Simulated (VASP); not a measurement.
Wanted: the native input for a VASP 6.6.1 run.

```
Task                   : single point
Functional             : LDA
Potentials or basis    : VASP PAW LDA potentials, release 64 (Cs_sv, Cl)
Cutoff                 : 500 eV
k mesh                 : 6 × 6 × 6
Occupations            : gaussian, width 0.01 eV
Spin                   : non-collinear spin, zero start, spin-orbit coupling
Starting moments       : [[0.0, 0.0, 0.0], [0.0, 0.0, 0.0]] μB
Dipole correction      : no
Further INCAR settings : ALGO = Normal; EDIFF = 1e-06; NBANDS = 28
```

The structure of CsCl lies in POSCAR:

```
CsCl
1.0
    3.9692272329      0.0099230681      0.0099230681
    0.0099230681      3.9692272329      0.0099230681
    0.0099230681      0.0099230681      3.9692272329
Cs Cl
1 1
Direct
    0.0000000000      0.0000000000      0.0000000000
    0.5000000000      0.5000000000      0.5000000000
```

This cell differs from its parent crystal: equal xy, yz and zx engineering shears of +0.5 %.

These files were run (other wordings do the same):

INCAR

```
PREC = Accurate ; ENCUT = 500
EDIFF = 1E-6 ; ISMEAR = 0
SIGMA = 0.01 ; LREAL = F
LASPH = T ; NELM = 200
ALGO = Normal ; ISIF = 2
LWAVE = F ; LCHARG = F
MAGMOM = 0 0 0 0 0 0 ; LORBIT = 11
LSORBIT = T ; GGA_COMPAT = F
LORBMOM = T ; NBANDS = 28
```

KPOINTS

```
regular mesh
0
Gamma
  6 6 6
```

Potentials or basis: VASP PAW LDA potentials, release 64 (Cs_sv, Cl).

Command:

```console
$ cat potpaw_LDA.64/Cs_sv/POTCAR potpaw_LDA.64/Cl/POTCAR > POTCAR
$ mpirun -np 1 vasp_ncl > vasp.out
```

It gave:

| Item | Value |
| --- | --- |
| Pressure | 0.1 GPa |
| Net moment | 0.00 μB per cell |
| Valence electrons inside the program's atomic spheres | Cs 6.56; Cl 5.12 |

Caveat: the cell differs from its parent crystal (equal xy, yz and zx engineering shears of +0.5 %).

Wall time 56 s on 1 thread of Intel(R) Xeon(R) 6975P-C (Granite Rapids), with other jobs on the host, peak memory 0.27 GiB.
